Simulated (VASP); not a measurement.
H4C2O3: single point with LDA

H4C2O3:

```
O C H
1.0
     6.22377    0.00000    0.00000
     0.00000    6.22377    0.00000
     0.00000    0.00000    6.22377
O C H
9 6 12
Direct
  0.32003 0.93697 0.99444
  0.91679 0.04979 0.82985
  0.67155 0.14112 0.33067
  0.30960 0.30930 0.03972
  0.59498 0.26710 0.81486
  0.91499 0.84680 0.15062
  0.05791 0.62771 0.90303
  0.45694 0.46011 0.42913
  0.78952 0.58232 0.53357
  0.42855 0.78865 0.94848
  0.90211 0.24954 0.83819
  0.58439 0.99811 0.41787
  0.49716 0.34926 0.96615
  0.00619 0.67469 0.09570
  0.58929 0.58217 0.52738
  0.61318 0.78396 0.98811
  0.35755 0.64866 0.86766
  0.94558 0.32411 0.99665
  0.90029 0.35699 0.69959
  0.57274 0.83128 0.35805
  0.54612 0.98897 0.60015
  0.31113 0.13845 0.99171
  0.58577 0.47643 0.05166
  0.89097 0.93924 0.99817
  0.00608 0.55415 0.21736
  0.54562 0.32040 0.38255
  0.51152 0.70997 0.63813
```

| Quantity | Value |
| --- | --- |
| Program | VASP 6.6.1 |
| Task | single point |
| Functional | LDA |
| Potentials or basis | VASP PAW LDA potentials, release 64 (O_h, C_h, H_h) |
| Cutoff | 1000 eV |
| k mesh | 1 × 1 × 1 |
| Occupations | fermi-dirac, width 0.02 eV |
| Spin | no spin polarisation |
| Dipole correction | no |
| Further INCAR settings | LREAL = Auto; ALGO = Normal; EDIFF = 1e-06; NBANDS = 64 |

The pressure is 5.7 GPa and the largest force is 4.548 eV/Å.

Forces on the atoms (eV/Å):
```
O   -1.850  1.162  0.511
O   -0.261  0.002 -1.263
O    0.152  1.875 -1.354
O    1.094 -1.285 -1.114
O   -1.326 -0.462  0.217
O   -0.864  0.785  0.607
O   -0.756  0.894  2.720
O    0.203 -0.921 -0.542
O   -2.178 -0.524 -0.789
C    3.794 -1.437 -0.502
C    0.450 -0.876  1.221
C   -0.035 -2.916  2.895
C    0.630  1.791  0.682
C    0.201 -1.352 -4.337
C    2.537  1.490  1.754
H   -1.068  0.294 -0.298
H   -0.543 -0.397  0.177
H   -0.812  0.052 -0.348
H    0.629  0.017 -0.433
H   -0.142 -0.005 -1.243
H   -0.260  0.945 -0.790
H   -0.864  0.603  0.735
H    0.088  0.269  0.560
H    0.933  0.831 -0.079
H    0.482 -1.163  1.412
H   -0.106  1.055  0.160
H   -0.127 -0.728 -0.557
```

Stress tensor (GPa, compression positive):
```
 2.37 -0.14 -0.48
-0.14 13.47 -1.15
-0.48 -1.15  1.28
```

Levels at points of the mesh, in eV from the Fermi level:
| k point | band 42 | band 43 | band 44 | band 45 | band 46 | band 47 | band 48 | band 49 |
| --- | --- | --- | --- | --- | --- | --- | --- | --- |
| (0.00, 0.00, 0.00) | -1.89 | -1.51 | -0.80 | -0.56 | 1.51 | 1.60 | 3.15 | 3.49 |

Wall time 54 s on 1 thread of Intel(R) Xeon(R) Platinum 8259CL CPU @ 2.50GHz (Skylake/Cascade Lake), with other jobs on the host, peak memory 0.42 GiB.

Caveat: the k points lie up to 1.01 Å⁻¹ apart, too coarse for converged energies, forces and pressures; the atoms stand as in a frame of molecular dynamics.
